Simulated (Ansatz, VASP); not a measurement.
## One calculation of BaTa3O2, two programs

```xyz
6
Lattice="2.8099 1.6223 4.3082 -2.8099 1.6223 4.3082 0.0000 -3.2446 4.3082" Properties=species:S:1:pos:R:3 pbc="T T T"
Ba    0.0000    0.0000    0.0000
Ta   -1.4049    0.8111    2.1541
Ta    1.4049    0.8111    2.1541
Ta    0.0000   -1.6223    2.1541
O     0.0000    0.0000    8.0892
O     0.0000    0.0000    4.8355
```

Change from the starting cell: species swapped into the Zr2V3Fe type (R-3m, No. 166).

Alike in both runs: task relaxation of cell and atoms; functional PBE; k mesh 6 × 6 × 6; occupations gaussian, width 0.1 eV; no spin polarisation.

```csv
,VASP,Ansatz
version,VASP 6.6.1,Ansatz 0.2.0
potentials or method,"VASP PAW PBE potentials, release 64 (Ba_sv, Ta_pv, O), cutoff 600 eV","scalar-relativistic, plane waves, PAW"
valence electrons in the cell,55,61
```

VASP gave:

| Quantity | Value |
| --- | --- |
| gap on the k mesh at the Fermi level, each at its own relaxed structure (eV) | none |
| relaxed volume (Å³/atom) | 23.08 |
| relaxed cell length with the largest relative difference (Å) | 6.951 |

Which values does Ansatz return?

gap on the k mesh at the Fermi level, each at its own relaxed structure (eV): none; relaxed volume (Å³/atom): 26.72; relaxed cell length with the largest relative difference (Å): 7.123.

A gap of «none» marks a metal or a gap that the smearing closes. VASP's potentials hold 55 valence electrons a cell and Ansatz's 61, so a difference there can come from the potentials and not from the codes.

Neither program's run includes spin-orbit coupling. Noted on VASP's run: the volume moved by over 15 % at a fixed basis, so the end points are rough.
